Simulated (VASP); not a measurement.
Write the native input for VASP 6.6.1 that does the following.

```
Task                   : single point
Functional             : PBE
Potentials or basis    : VASP PAW PBE potentials, release 64 (Zn, S)
Cutoff                 : 520 eV
k mesh                 : 8 × 8 × 8
Occupations            : fermi-dirac, width 0.02 eV
Spin                   : no spin polarisation
Dipole correction      : no
Further INCAR settings : ALGO = Normal; EDIFF = 1e-06; NBANDS = 16
```

The structure of ZnS lies in POSCAR:

```
ZnS
1.0
    0.0000000000      2.8018492648      2.5600519640
    2.8018492648      0.0000000000      2.5600519640
    2.8018492648      2.8018492648      0.0000000000
Zn S
1 1
Direct
    0.0000000000      0.0000000000      0.0000000000
    0.2500000000      0.2500000000      0.2500000000
```

This cell differs from its parent crystal: epitaxial xy strain +4.0%.

The input as run:

INCAR

```
SYSTEM = ZnS
  PREC = Accurate
  ENCUT = 520
  EDIFF = 1E-6
  ISMEAR = -1
  SIGMA = 0.02
  LREAL = .False.
  LASPH = .True.
  NELM = 100
  ALGO = Normal
  ISIF = 2
  LWAVE = .False.
  LCHARG = .True.
  GGA = PE
  LELF = .True.
  LVHAR = .True.
  NBANDS = 16
```

KPOINTS

```
regular mesh
0
Gamma
  8 8 8
  0 0 0
```

Potentials or basis: VASP PAW PBE potentials, release 64 (Zn, S).

The run is started by

```console
$ cat potpaw_PBE.64/Zn/POTCAR potpaw_PBE.64/S/POTCAR > POTCAR
$ mpirun -np 1 vasp_std > vasp.out
```

It gave:

* Pressure: 0.2 GPa
* Band gap on the k mesh: 1.84 eV, direct

Caveat: the cell differs from its parent crystal (epitaxial xy strain +4.0%).

Run time: 24 s on 1 thread of Intel(R) Xeon(R) Platinum 8488C (Sapphire Rapids), on a shared host, peak memory 0.18 GiB.
